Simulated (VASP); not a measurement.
# Si (P6_222) in VASP: relaxation of cell and atoms with PBE

Aim: the relaxation of cell and atoms of Si with PBE.

Everything below comes from runs of VASP 6.6.1. Logs are shortened: lines on timing, memory, paths and dates and some standing lists are left out, and cuts for length are marked.

## (1) The cell of the first run

It takes space group P6_222 (No. 180, hexagonal). Conventional cell: a = 3.905 Å, b = 3.905 Å, c = 4.116 Å, α = 90.00°, β = 90.00°, γ = 120.00°. Si (site symmetry 222) has 4 Si at 2.39 Å within 3.2 Å.

## (2) Relaxation of cell and atoms, PBE

INCAR

```
SYSTEM = Si
ALGO = Normal ; EDIFF = 1E-6
EDIFFG = -0.01 ; ENCUT = 600
GGA = PE ; IBRION = 2
ISIF = 3 ; ISMEAR = 0
LASPH = .TRUE. ; LCHARG = .FALSE.
LREAL = .FALSE. ; LWAVE = .FALSE.
NELM = 80 ; NSW = 100
PREC = Accurate ; SIGMA = 0.1
```

KPOINTS

```
k-points
0
G
  12 12 12
  0 0 0
```

POSCAR

```
Si
1.0
    3.9045781155      0.0000000000      0.0000000000
   -1.9522890577      3.3814638391      0.0000000000
    0.0000000000      0.0000000000      4.1164455971
Si
3
Direct
    0.0000000000      0.5000000000      0.6666666667
    0.5000000000      0.5000000000      0.3333333333
    0.5000000000      0.0000000000      0.0000000000
```

Potentials or basis: VASP PAW PBE potentials, release 64 (Si).

Started as:

```sh
> cat potpaw_PBE.64/Si/POTCAR > POTCAR
> mpirun -np 1 vasp_std > vasp.out
```

OUTCAR:

```text
SYSTEM = Si
   EDIFF = 1E-6
   EDIFFG = -0.01
   ENCUT = 600
   GGA = PE
   IBRION = 2
   ISIF = 3
   ISMEAR = 0
   LASPH = .TRUE.
   LREAL = .FALSE.
   NELM = 80
   NSW = 100
   PREC = Accurate

 ion  position               nearest neighbor table
   1  0.000  0.500  0.667-   3 2.39   3 2.39   2 2.39   2 2.39
   2  0.500  0.500  0.333-   3 2.39   3 2.39   1 2.39   1 2.39
   3  0.500  0.000  0.000-   2 2.39   2 2.39   1 2.39   1 2.39

  LATTYP: Found a hexagonal cell.
 ALAT       =     3.9045781155
 C/A-ratio  =     1.0542612993

  Lattice vectors:

 A1 = (   3.9045781155,   0.0000000000,   0.0000000000)
 A2 = (  -1.9522890577,   3.3814638391,   0.0000000000)
 A3 = (   0.0000000000,   0.0000000000,   4.1164455971)

Analysis of symmetry for initial positions (statically):
=====================================================================
 Subroutine PRICEL returns:
 Original cell was already a primitive cell.

 Routine SETGRP: Setting up the symmetry group for a
 hexagonal supercell.

 Subroutine GETGRP returns: Found 12 space group operations
 (whereof  4 operations were pure point group operations)
 out of a pool of 24 trial point group operations.

The static configuration has the point symmetry D_2 .
 The point group associated with its full space group is D_6 .

Analysis of symmetry for dynamics (positions and initial velocities):
=====================================================================
 Subroutine PRICEL returns:
 Original cell was already a primitive cell.

 Routine SETGRP: Setting up the symmetry group for a
 hexagonal supercell.

 Subroutine GETGRP returns: Found 12 space group operations
 (whereof  4 operations were pure point group operations)
 out of a pool of 24 trial point group operations.

The dynamic configuration has the point symmetry D_2 .
 The point group associated with its full space group is D_6 .

 Subroutine INISYM returns: Found 12 space group operations
 (whereof  4 operations are pure point group operations),
 and found     1 'primitive' translations

----------------------------------------------------------------------------------------

                                     Primitive cell

  volume of cell :      54.3502

  direct lattice vectors                    reciprocal lattice vectors
     3.904578116  0.000000000  0.000000000     0.256109616  0.147864955  0.000000000
    -1.952289058  3.381463839  0.000000000     0.000000000  0.295729911  0.000000000
     0.000000000  0.000000000  4.116445597     0.000000000  0.000000000  0.242928025

  length of vectors
     3.904578116  3.904578115  4.116445597     0.295729911  0.295729911  0.242928025

[... 91 lines left out ...]
   TEBEG  =    0.0;   TEEND  =   0.0 temperature during run
   PSTRESS=    0.0 pullay stress
   NELECT =      12.0000    total number of electrons
   NUPDOWN=      -1.0000    fix difference up-down
   EMIN   =  10.00;   EMAX   =-10.00  energy-range for DOS
   EFERMI =   0.00;   METHOD = LEGACY
   ISMEAR =     0;   SIGMA  =   0.10  broadening in eV -4-tet -1-fermi 0-gaus
   EFERMI_NEDOS =   21; number of points for ismear=-14 and -15
   IALGO  =     38    algorithm
   IMIX   =      4    mixing-type and parameters
     AMIX     =   0.40;   BMIX     =  1.00
     AMIX_MAG =   1.60;   BMIX_MAG =  1.00
  volume/ion in A,a.u.               =      18.12       122.26
  Fermi-wavevector in a.u.,A,eV,Ry     =   0.989467  1.869822 13.320726  0.979046
  Thomas-Fermi vector in A             =   2.121068
   LORBIT       =      0    0 simple, 1 ext, 2 COOP (PROOUT), +10 PAW based schemes
   GGA     = PE    functional components
   LHFCALC =     F    Hartree Fock is set to
   AEXX    =    0.0000 exact exchange contribution
   IVDW    =     0    specifies the selected vdW correction
   LEPSILON=     F    determine dielectric tensor
   LRPA    =     F    only Hartree local field effects (RPA)
 conjugate gradient relaxation of ions
 non-spin polarized calculation
 Gauss-broadening in eV      SIGMA  =   0.10
  energy-cutoff  :      600.00
  volume of cell :       54.35
 maximum number of plane-waves:      1840
 NGX is ok and might be reduce to    32
   NGX = 15   NGY = 15   NGZ = 17

 number of electron      12.0000000 magnetization

 Free energy of the ion-electron system (eV)
  ---------------------------------------------------
  ext. energy  EPLUGINS =         0.00000000
  ---------------------------------------------------
  free energy    TOTEN  =       -15.66796140 eV

  energy without entropy =      -15.66749071  energy(sigma->0) =      -15.66772605

 E-fermi :   7.2409     XC(G=0): -10.0250

 val. band max:        7.2111857422   @ k =   0.0833  -0.0000   0.5000
 cond. band min:       7.2560192250   @ k =   0.5000  -0.0000   0.5000
 fundamental gap:      0.0448334828
 Fermi energy:         7.2409469074

 k-point     1 :       0.0000    0.0000    0.0000
  band No.  band energies     occupation
      1      -5.5866      2.00000
      2       2.1594      2.00000
      3       2.1594      2.00000
      4       3.9630      2.00000
      5       6.5530      2.00000
      6       6.5530      2.00000
      7       8.1660      0.00000
      8       8.1660      0.00000
      9      10.8578      0.00000
     10      12.2696      0.00000
[... 287 lines left out ...]
 k-point    24 :       0.3333   -0.0000    0.0833
  band No.  band energies     occupation
      1      -4.2832      2.00000
      2      -0.3739      2.00000
      3       2.2522      2.00000
      4       4.1723      2.00000
      5       4.4525      2.00000
      6       5.3116      2.00000
      7       7.8625      0.00000
      8       9.6136      0.00000
      9      11.1591      0.00000
     10      11.6891      0.00000

 [... further k-points ...]
[... 5 lines left out ...]
  --------------------------------------------------------------------------------------
  -------------------------------------------------------------------------------------
  Total       -0.0079466     -0.0079466     -0.0060333     -0.0000000      0.0000000      0.0000000
  in kB       -0.2342557     -0.2342557     -0.1778549     -0.0000000      0.0000000      0.0000000
  external PRESSURE =      -0.2154554 kB  Pullay stress =       0.0000000 kB

 VOLUME and BASIS-vectors are now :
 -----------------------------------------------------------------------------
  energy-cutoff  :      600.00
  volume of cell :       54.35
      direct lattice vectors                 reciprocal lattice vectors
     3.904578116  0.000000000  0.000000000     0.256109616  0.147864955  0.000000000
    -1.952289058  3.381463839  0.000000000     0.000000000  0.295729911  0.000000000
     0.000000000  0.000000000  4.116445597     0.000000000  0.000000000  0.242928025

 POSITION                                       TOTAL-FORCE (eV/Angst)
 -----------------------------------------------------------------------------------
     -0.97614      1.69073      2.74430        -0.000000      0.000000     -0.000000
      0.97614      1.69073      1.37215        -0.000000     -0.000000      0.000000
      1.95229      0.00000      0.00000         0.000000      0.000000     -0.000000
 -----------------------------------------------------------------------------------
    total drift:                                0.000000     -0.000000      0.000000

  FREE ENERGIE OF THE ION-ELECTRON SYSTEM (eV)
  ---------------------------------------------------
  free  energy   TOTEN  =       -15.6679613990 eV

  energy  without entropy=      -15.6674907067  energy(sigma->0) =      -15.66772605

 reached required accuracy - stopping structural energy minimisation
```

Run time: 47 s. Hardware: 1 thread of Intel Xeon Platinum 8488C (Sapphire Rapids), shared host; peak memory 0.21 GiB.

What came out:

| Item | Value |
| --- | --- |
| Free energy | -15.6680 eV |
| Pressure after relaxing | 0.0 GPa |
| Band gap on the k mesh | zero (bands 6 and 7 overlap by 0.19 eV) |

Final structure:
```
Si
1.0
     3.90458    0.00000    0.00000
    -1.95229    3.38146    0.00000
     0.00000    0.00000    4.11645
Si
3
Direct
  0.00000 0.50000 0.66667
  0.50000 0.50000 0.33333
  0.50000 0.00000 0.00000
```

Caveat: semilocal functionals underestimate gaps, and a narrow one can read as zero.

The gap in the log of VASP goes by the Fermi energy; the results here count the filled bands.